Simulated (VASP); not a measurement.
# BaTiO3 (Amm2) in VASP: single point with r2SCAN

Aim: the single point of BaTiO3 with r2SCAN.

Program: VASP 6.6.1. These are calculated values, not measurements. Logs are shortened: lines on timing, memory, paths and dates and some standing lists are left out, and cuts for length are marked.

### 1 The cell of the first run

Symmetry: Amm2, No. 38, orthorhombic system. Conventional cell: a = 3.999 Å, b = 5.698 Å, c = 5.718 Å, α = 90.00°, β = 90.00°, γ = 90.00°. Within 3.7 Å of Ba (site symmetry mm2) lie 12 O at 2.80 to 2.92 Å and 8 Ti at 3.41 to 3.57 Å. Ti (site symmetry mm2) has 6 O at 1.92 to 2.12 Å within 2.5 Å. Within 3.0 Å of O (site symmetry mm2) lie 2 Ti at 2.01 Å and 4 Ba at 2.80 to 2.92 Å and 8 O at 2.83 to 2.85 Å. O (site symmetry m) has 2 Ti at 1.92 to 2.12 Å within 2.5 Å. O (site symmetry m) has 2 Ti at 1.92 to 2.12 Å within 2.5 Å.

### 2 Single point, r2SCAN

POSCAR reads:

```
BaTiO3
1.0
    3.9993545400      2.8490430500     -2.8591348200
    3.9993545400     -2.8490430500      2.8591348200
    0.0000000000     -2.8490430500     -2.8591348200
Ba Ti O
2 2 6
Direct
    0.0000000000      0.0000000000      0.0000000000
    0.5000000000      0.5000000000      0.0000000000
    0.9915000000      0.5085000000      0.4830000000
    0.4915000000      0.0085000000      0.4830000000
    0.7555000000      0.2445000000      0.5110000000
    0.2555000000      0.7445000000      0.5110000000
    0.7538350000      0.7461650000      0.4954700000
    0.2538350000      0.2461650000      0.4954700000
    0.9977350000      0.5022650000      0.0076700000
    0.4977350000      0.0022650000      0.0076700000
```

INCAR.step1 reads:

```
SYSTEM = BaTiO3
PREC = Accurate
ENCUT = 660
ISMEAR = -1
SIGMA = 0.1327
LREAL = .FALSE.
LASPH = .TRUE.
NELM = 120
NBANDS = 51
GGA = PE
ALGO = Normal
EDIFF = 1E-5
LWAVE = .TRUE.
LCHARG = .FALSE.
GGA_COMPAT = .FALSE.
```

INCAR.step2 reads:

```
SYSTEM = BaTiO3
PREC = Accurate
ENCUT = 660
EDIFF = 1E-6
ISMEAR = -1
SIGMA = 0.1327
LREAL = .FALSE.
LASPH = .TRUE.
NELM = 120
ALGO = Normal
ISIF = 2
LWAVE = .FALSE.
LCHARG = .FALSE.
METAGGA = R2SCAN
LMIXTAU = .TRUE.
NBANDS = 51
ISTART = 1
GGA_COMPAT = .FALSE.
```

KPOINTS reads:

```
Automatic mesh
0
G
  5 5 6
  0 0 0
```

Potentials or basis: VASP PAW PBE potentials, release 64 (Ba_sv, Ti_sv, O).

Run with:

```sh
$ cat potpaw_PBE.64/Ba_sv/POTCAR potpaw_PBE.64/Ti_sv/POTCAR potpaw_PBE.64/O/POTCAR > POTCAR
$ cp INCAR.step1 INCAR
$ mpirun -np 1 vasp_std > vasp.out
$ cp INCAR.step2 INCAR
$ mpirun -np 1 vasp_std > vasp.out
```

OUTCAR:

```text
SYSTEM = BaTiO3
   PREC = Accurate
   ENCUT = 660
   EDIFF = 1E-6
   ISMEAR = -1
   LREAL = .FALSE.
   LASPH = .TRUE.
   NELM = 120
   ISIF = 2
   METAGGA = R2SCAN
   ISTART = 1

 ion  position               nearest neighbor table
   1  0.000  0.000  0.000-   5 2.80   7 2.83   8 2.83   9 2.83  10 2.83   6 2.85   5 2.85   9 2.85
                            10 2.85   8 2.85   7 2.85   6 2.92   4 3.41   3 3.41   4 3.48   3 3.48
   2  0.500  0.500  0.000-   6 2.80   7 2.83   8 2.83   9 2.83  10 2.83   5 2.85   6 2.85  10 2.85
                             9 2.85   8 2.85   7 2.85   5 2.92   4 3.41   3 3.41   3 3.48   4 3.48
   3  0.992  0.508  0.483-   9 1.92   7 1.92   5 2.01   6 2.01   9 2.12   8 2.12   2 3.41   1 3.41
                             2 3.48   1 3.48   2 3.48   1 3.48   1 3.57   2 3.57
   4  0.492  0.008  0.483-  10 1.92   8 1.92   5 2.01   6 2.01  10 2.12   7 2.12   2 3.41   1 3.41
                             1 3.48   2 3.48   2 3.48   1 3.48   2 3.57   1 3.57
   5  0.755  0.245  0.511-   3 2.01   4 2.01   1 2.80   2 2.85   1 2.85   2 2.92
   6  0.255  0.745  0.511-   3 2.01   4 2.01   2 2.80   1 2.85   2 2.85   1 2.92
   7  0.754  0.746  0.495-   3 1.92   4 2.12   1 2.83   2 2.83   1 2.85   2 2.85
   8  0.254  0.246  0.495-   4 1.92   3 2.12   1 2.83   2 2.83   1 2.85   2 2.85
   9  0.998  0.502  0.008-   3 1.92   3 2.12   1 2.83   2 2.83   2 2.85   1 2.85
  10  0.498  0.002  0.008-   4 1.92   4 2.12   1 2.83   2 2.83   1 2.85   2 2.85

  LATTYP: Found a base centered monoclinic cell.
 ALAT       =     8.0725951762
 B/A-ratio  =     0.9908472933
 C/A-ratio  =     0.5000000000
 COS(beta)  =    -0.0035358879

  Lattice vectors:

 A1 = (   3.9993545400,  -2.8490430500,   2.8591348200)
 A2 = (  -3.9993545400,  -2.8490430500,   2.8591348200)
 A3 = (   0.0000000000,  -2.8490430500,  -2.8591348200)

Analysis of symmetry for initial positions (statically):
=====================================================================
 Subroutine PRICEL returns following result:

  LATTYP: Found a base centered orthorhombic cell.
 ALAT       =     5.6980861000
 B/A-ratio  =     1.0035421613
 C/A-ratio  =     0.7018768179

  Lattice vectors:

 A1 = (   0.0000000000,  -2.8490430500,   2.8591348200)
 A2 = (   0.0000000000,  -2.8490430500,  -2.8591348200)
 A3 = (   3.9993545400,   0.0000000000,   0.0000000000)

   2 primitive cells build up your supercell.

 Routine SETGRP: Setting up the symmetry group for a
 base centered monoclinic supercell.

 Subroutine GETGRP returns: Found  2 space group operations
 (whereof  2 operations were pure point group operations)
 out of a pool of  4 trial point group operations.

The static configuration has the point symmetry C_1h.

Analysis of symmetry for dynamics (positions and initial velocities):
=====================================================================
 Subroutine PRICEL returns following result:

  LATTYP: Found a base centered orthorhombic cell.
 ALAT       =     5.6980861000
 B/A-ratio  =     1.0035421613
 C/A-ratio  =     0.7018768179

  Lattice vectors:

 A1 = (   0.0000000000,  -2.8490430500,   2.8591348200)
 A2 = (   0.0000000000,  -2.8490430500,  -2.8591348200)
 A3 = (   3.9993545400,   0.0000000000,   0.0000000000)

   2 primitive cells build up your supercell.

 Routine SETGRP: Setting up the symmetry group for a
 base centered monoclinic supercell.

 Subroutine GETGRP returns: Found  2 space group operations
 (whereof  2 operations were pure point group operations)
 out of a pool of  4 trial point group operations.

The dynamic configuration has the point symmetry C_1h.

 Subroutine INISYM returns: Found  2 space group operations
 (whereof  2 operations are pure point group operations),
 and found     2 'primitive' translations

----------------------------------------------------------------------------------------

                                     Primitive cell

  volume of cell :      65.1559

  direct lattice vectors                    reciprocal lattice vectors
     0.000000000 -2.849043050  2.859134820     0.000000000 -0.175497524  0.174878077
     0.000000000 -2.849043050 -2.859134820     0.000000000 -0.175497524 -0.174878077
     3.999354540  0.000000000  0.000000000     0.250040348  0.000000000  0.000000000

  length of vectors
     4.036297588  4.036297588  3.999354540     0.247753351  0.247753351  0.250040348

  position of ions in fractional coordinates (direct lattice)
     0.000000000  0.000000000  0.000000000
     0.517000000  0.483000000  0.500000000
     0.489000000  0.511000000  1.000000000
     0.992330000  0.495470000  0.500000000
     0.504530000  0.007670000  0.500000000

  ion indices of the primitive-cell ions
   primitive index   ion index
                 1           1
                 2           3
                 3           5
                 4           7
                 5           9

----------------------------------------------------------------------------------------

 KPOINTS: Automatic mesh

Automatic generation of k-mesh.
 Grid dimensions read from file:
 generate k-points for:    5    5    6

 Generating k-lattice:

  Cartesian coordinates                     Fractional coordinates (reciprocal lattice)
     0.025004035  0.017549752 -0.017487808     0.200000000 -0.000000000 -0.000000000
     0.025004035 -0.017549752  0.017487808    -0.000000000  0.200000000  0.000000000
     0.000000000 -0.029249587 -0.029146346    -0.000000000  0.000000000  0.166666667

  Length of vectors
     0.035199701  0.035199701  0.041292225

  Shift w.r.t. Gamma in fractional coordinates (k-lattice)
     0.000000000  0.000000000  0.000000000

 Subroutine IBZKPT returns following result:
 ===========================================

 Found     48 irreducible k-points:

 Following reciprocal coordinates:
            Coordinates               Weight
  0.000000  0.000000  0.000000      1.000000
  0.200000 -0.000000  0.000000      4.000000
  0.400000  0.000000  0.000000      4.000000
  0.200000  0.200000  0.000000      2.000000
  0.400000  0.200000  0.000000      4.000000
 -0.400000  0.200000  0.000000      4.000000
[... 16 lines left out ...]
  0.400000 -0.400000  0.166667      2.000000
  0.200000 -0.200000  0.166667      2.000000
 [... further k-points ...]
   k-points           NKPTS =     48   k-points in BZ     NKDIM =     48   number of bands    NBANDS=     51
   number of dos      NEDOS =    301   number of ions     NIONS =     10
   total plane-waves  NPLWV =  82944
   dimension x,y,z NGX =    48 NGY =   48 NGZ =   36
   dimension x,y,z NGXF=    96 NGYF=   96 NGZF=   72
   ions per type =               2   2   6
   NGX,Y,Z   is equivalent  to a cutoff of  14.04, 14.04, 14.83 a.u.
   NGXF,Y,Z  is equivalent  to a cutoff of  28.09, 28.09, 29.66 a.u.
 SYSTEM =  BaTiO3
   PREC   = accura    normal or accurate (medium, high low for compatibility)
   ISTART =      1    job   : 0-new  1-cont  2-samecut
   ICHARG =      0    charge: 1-file 2-atom 10-const
   ISPIN  =      1    spin polarized calculation?
   LNONCOLLINEAR =      F non collinear calculations
   LSORBIT =      F    spin-orbit coupling
   LASPH  =      T    aspherical Exc in radial PAW
   ENCUT  =  660.0 eV  48.51 Ry    6.96 a.u.  11.90 11.90  8.45*2*pi/ulx,y,z
   NELM   =    120;   NELMIN=  2; NELMDL=  0     # of ELM steps
   EDIFF  = 0.1E-05   stopping-criterion for ELM
   LREAL  =      F    real-space projection
   EDIFFG = 0.1E-04   stopping-criterion for IOM
   NSW    =      0    number of steps for IOM
   IBRION =     -1    ionic relax: 0-MD 1-quasi-New 2-CG
   NFREE  =      0    steps in history (QN), initial steepest desc. (CG)
   ISIF   =      2    stress and relaxation
   ISYM   =      2    0-nonsym 1-usesym 2-fastsym
   POTIM  = 0.5000    time-step for ionic-motion
   TEBEG  =    0.0;   TEEND  =   0.0 temperature during run
   PSTRESS=    0.0 pullay stress
   NELECT =      80.0000    total number of electrons
   NUPDOWN=      -1.0000    fix difference up-down
   EMIN   =  10.00;   EMAX   =-10.00  energy-range for DOS
   EFERMI =   0.00;   METHOD = LEGACY
   ISMEAR =    -1;   SIGMA  =   0.13  broadening in eV -4-tet -1-fermi 0-gaus
   EFERMI_NEDOS =   21; number of points for ismear=-14 and -15
   IALGO  =     38    algorithm
   IMIX   =      4    mixing-type and parameters
     AMIX     =   0.40;   BMIX     =  1.00
     AMIX_MAG =   1.60;   BMIX_MAG =  1.00
  volume/ion in A,a.u.               =      13.03        87.94
  Fermi-wavevector in a.u.,A,eV,Ry     =   1.391373  2.629314 26.339784  1.935919
  Thomas-Fermi vector in A             =   2.515218
   LORBIT       =      0    0 simple, 1 ext, 2 COOP (PROOUT), +10 PAW based schemes
   METAGGA = R2SCAN    functional components
   LHFCALC =     F    Hartree Fock is set to
   AEXX    =    0.0000 exact exchange contribution
   IVDW    =     0    specifies the selected vdW correction
   LEPSILON=     F    determine dielectric tensor
   LRPA    =     F    only Hartree local field effects (RPA)
 non-spin polarized calculation
  energy-cutoff  :      660.00
  volume of cell :      130.31
 maximum number of plane-waves:      5036
   NGX = 23   NGY = 23   NGZ = 17

 number of electron      79.9999995 magnetization

 Free energy of the ion-electron system (eV)
  ---------------------------------------------------
  ext. energy  EPLUGINS =         0.00000000
  ---------------------------------------------------
  free energy    TOTEN  =      -148.51253114 eV

  energy without entropy =     -148.51238817  energy(sigma->0) =     -148.51245966

 E-fermi :   4.6201     XC(G=0): -11.8195

 val. band max:        3.4042558758   @ k =   0.0000   0.0000   0.5000
 cond. band min:       5.6718365490   @ k =   0.0000   0.0000   0.0000
 fundamental gap:      2.2675806732
 Fermi energy:         4.6201087335

 k-point     1 :       0.0000    0.0000    0.0000
  band No.  band energies     occupation
      1     -55.4256      2.00000
      2     -55.4235      2.00000
      3     -30.6473      2.00000
      4     -30.6293      2.00000
      5     -30.5987      2.00000
      6     -30.5985      2.00000
[... 43 lines left out ...]
     50       8.9173      0.00000
     51       9.0277      0.00000

 k-point     2 :       0.2000   -0.0000    0.0000
  band No.  band energies     occupation
      1     -55.4254      2.00000
      2     -55.4237      2.00000
      3     -30.6428      2.00000
      4     -30.6242      2.00000
      5     -30.6034      2.00000
      6     -30.5982      2.00000
[... 43 lines left out ...]
     50       9.3049      0.00000
     51       9.4012      0.00000

 k-point     3 :       0.4000    0.0000    0.0000
  band No.  band energies     occupation
      1     -55.4249      2.00000
      2     -55.4243      2.00000
      3     -30.6309      2.00000
      4     -30.6158      2.00000
      5     -30.6110      2.00000
      6     -30.5974      2.00000
[... 43 lines left out ...]
     50      10.1836      0.00000
     51      10.1986      0.00000
[... 1027 lines left out ...]
 k-point    23 :       0.4000   -0.4000    0.1667
  band No.  band energies     occupation
      1     -55.4245      2.00000
      2     -55.4242      2.00000
      3     -30.6449      2.00000
      4     -30.6312      2.00000
      5     -30.6097      2.00000
      6     -30.6092      2.00000
[... 43 lines left out ...]
     50       9.9551      0.00000
     51      10.9902      0.00000

 k-point    24 :       0.2000   -0.2000    0.1667
  band No.  band energies     occupation
      1     -55.4250      2.00000
      2     -55.4236      2.00000
      3     -30.6297      2.00000
      4     -30.6294      2.00000
      5     -30.6161      2.00000
      6     -30.6109      2.00000
[... 43 lines left out ...]
     50       9.9684      0.00000
     51      10.2736      0.00000

 [... further k-points ...]

------------------------ aborting loop because EDIFF is reached ----------------------------------------

  FORCE on cell =-STRESS in cart. coord.  units (eV):
  Direction    XX          YY          ZZ          XY          YZ          ZX
  --------------------------------------------------------------------------------------
  -------------------------------------------------------------------------------------
  Total       -0.7802975     -0.6297913     -1.0777568      0.0000000      0.0017641      0.0000000
  in kB       -9.5937251     -7.7432574    -13.2509740      0.0000000      0.0216897      0.0000000
  external PRESSURE =     -10.1959855 kB  Pullay stress =       0.0000000 kB

 VOLUME and BASIS-vectors are now :
 -----------------------------------------------------------------------------
  energy-cutoff  :      660.00
  volume of cell :      130.31
      direct lattice vectors                 reciprocal lattice vectors
     3.999354540  2.849043050 -2.859134820     0.125020174  0.087748762 -0.087439039
     3.999354540 -2.849043050  2.859134820     0.125020174 -0.087748762  0.087439039
     0.000000000 -2.849043050 -2.859134820     0.000000000 -0.175497524 -0.174878077

 POSITION                                       TOTAL-FORCE (eV/Angst)
 -----------------------------------------------------------------------------------
      0.00000      0.00000      0.00000         0.000000      0.000522      0.266798
      3.99935      0.00000      0.00000         0.000000      0.000522      0.266798
      5.99903      0.00000     -2.76192         0.000000     -0.001870      0.087800
      1.99968      0.00000     -2.76192         0.000000     -0.001870      0.087800
      3.99935     -0.00000     -2.92204         0.000000      0.000165      0.266326
      3.99935     -2.84904     -0.06290         0.000000      0.000165      0.266326
      5.99903     -1.38976     -1.43855         0.000000      0.104962     -0.309452
      1.99968     -1.38976     -1.43855         0.000000      0.104962     -0.309452
      5.99903      1.38976     -1.43855         0.000000     -0.103778     -0.311472
      1.99968      1.38976     -1.43855         0.000000     -0.103778     -0.311472
 -----------------------------------------------------------------------------------
    total drift:                               -0.000000     -0.001690     -0.001847

  FREE ENERGIE OF THE ION-ELECTRON SYSTEM (eV)
  ---------------------------------------------------
  free  energy   TOTEN  =      -148.5125311436 eV

  energy  without entropy=     -148.5123881747  energy(sigma->0) =     -148.51245966
```

It took 38 min on 1 thread of Intel Xeon 8259CL, shared host; peak memory 0.57 GiB.

Results:

| Quantity | Value |
| --- | --- |
| Free energy | -148.5125 eV |
| Pressure | -1.0 GPa |
| Largest force | 0.328 eV/Å |
| Band gap on the k mesh | 2.27 eV |

Forces on the atoms (eV/Å):
```
Ba   0.000  0.001  0.267
Ba   0.000  0.001  0.267
Ti   0.000 -0.002  0.088
Ti   0.000 -0.002  0.088
O    0.000  0.000  0.266
O    0.000  0.000  0.266
O    0.000  0.105 -0.309
O    0.000  0.105 -0.309
O    0.000 -0.104 -0.311
O    0.000 -0.104 -0.311
```

Caveat: the PAW data sets were made with another functional, which shifts forces and pressure a little; spin-orbit coupling is left out, which moves the levels of the heavy elements; an odd mesh through Γ misses points on the zone boundary, where band edges can lie.
